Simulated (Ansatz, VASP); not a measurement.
Li2S: VASP beside Ansatz

POSCAR

```
Li2S
1.0
    0.0000000000      2.8825660000      2.8825660000
    2.8825660000      0.0000000000      2.8825660000
    2.8825660000      2.8825660000      0.0000000000
Li S
2 1
Direct
    0.2500000000      0.2500000000      0.2500000000
    0.7500000000      0.7500000000      0.7500000000
    0.0000000000      0.0000000000      0.0000000000
```

Contents of INCAR.step1:

```
SYSTEM = Li2S
PREC     = Accurate       ! precision mode
ENCUT    = 830            ! plane-wave cutoff, eV
ISMEAR   = -5             ! smearing method
SIGMA    = 0.1            ! smearing width, eV
LREAL    = .FALSE.        ! projectors in reciprocal space
LASPH    = .TRUE.         ! aspherical terms in the spheres
NELM     = 200            ! most SCF steps
ISPIN    = 2              ! spin polarisation
MAGMOM   = 0.2 0.2 0.2    ! initial moments
GGA      = PE             ! functional
ALGO     = Normal         ! electronic algorithm
EDIFF    = 1E-5           ! SCF threshold, eV
LWAVE    = .TRUE.         ! write WAVECAR
LCHARG   = .FALSE.        ! write CHGCAR
GGA_COMPAT= .FALSE.      
IBRION   = 2              ! ionic algorithm
ISIF     = 3              ! what is computed and relaxed
EDIFFG   = -0.005         ! ionic threshold
NELMIN   = 4            
NSW      = 100            ! ionic steps
```

INCAR.step2

```
SYSTEM = Li2S
PREC     = Accurate       ! precision mode
ENCUT    = 830            ! plane-wave cutoff, eV
EDIFF    = 1E-7           ! SCF threshold, eV
ISMEAR   = -5             ! smearing method
SIGMA    = 0.1            ! smearing width, eV
LREAL    = .FALSE.        ! projectors in reciprocal space
LASPH    = .TRUE.         ! aspherical terms in the spheres
NELM     = 200            ! most SCF steps
ALGO     = Normal         ! electronic algorithm
ISIF     = 3              ! what is computed and relaxed
LWAVE    = .FALSE.        ! write WAVECAR
LCHARG   = .FALSE.        ! write CHGCAR
ISPIN    = 2              ! spin polarisation
MAGMOM   = 0.2 0.2 0.2    ! initial moments
LORBIT   = 11             ! projections on sites
METAGGA  = R2SCAN         ! meta-GGA
LMIXTAU  = .TRUE.       
IBRION   = 2              ! ionic algorithm
NSW      = 60             ! ionic steps
EDIFFG   = -0.01          ! ionic threshold
ISTART   = 1            
GGA_COMPAT= .FALSE.      
NELMIN   = 4
```

KPOINTS

```
regular mesh
0
G
  5 5 5
  0 0 0
```

Input for Ansatz:

```yaml
crystal:
  lattice:
    - [0.0, 2.882566, 2.882566]
    - [2.882566, 0.0, 2.882566]
    - [2.882566, 2.882566, 0.0]
  atoms:
    - { symbol: Li, position: [0.25, 0.25, 0.25], spin: 0.2 }
    - { symbol: Li, position: [0.75, 0.75, 0.75], spin: 0.2 }
    - { symbol: S, position: [0.0, 0.0, 0.0], spin: 0.2 }
  symmetry: { tolerance: 0.0003 }
kpoints:
  mp_grid: { grid: [5, 5, 5], shift: [0, 0, 0] }
magnetization:
  spin_polarized: true
scf:
  occupations: { method: tetrahedron }
  lower_state_search: light
hamiltonian:
  pseudopotentials: { kind: paw }
  xc: r2scan
basis:
  ecutwfc: 500
output:
  forces: true
  stress: true
  eigenvalues: true
relax:
  max_steps: 40
  cell: {}
```

Alike in both runs: task relaxation of cell and atoms; functional r2SCAN; k mesh 5 × 5 × 5; occupations tetrahedron; collinear spin.

|  | VASP | Ansatz |
| --- | --- | --- |
| version | VASP 6.6.1 | Ansatz 0.2.0 |
| potentials or method | VASP PAW PBE potentials, release 64 (Li_sv, S), cutoff 830 eV | PAW plane waves |
| valence electrons in the cell | 12 | 12 |

Ansatz gave:

- gap on the k mesh at the Fermi level, each at its own relaxed structure (eV): 4.17
- net moment per atom (μB): 0.00
- relaxed volume (Å³/atom): 15.35
- relaxed length of the cell vector where the two differ most in proportion (Å): 4.023

**Question.** What did VASP give for the same quantities?

**Answer.** gap on the k mesh at the Fermi level, each at its own relaxed structure (eV): 4.16; net moment per atom (μB): 0.00; relaxed volume (Å³/atom): 15.28; relaxed length of the cell vector where the two differ most in proportion (Å): 4.018.

VASP's potentials were made for PBE, not for r2SCAN. Ansatz's warnings: band table not solved further, forces under tetrahedra, seeded moment not kept, tetrahedron derivatives may miss energy slope.
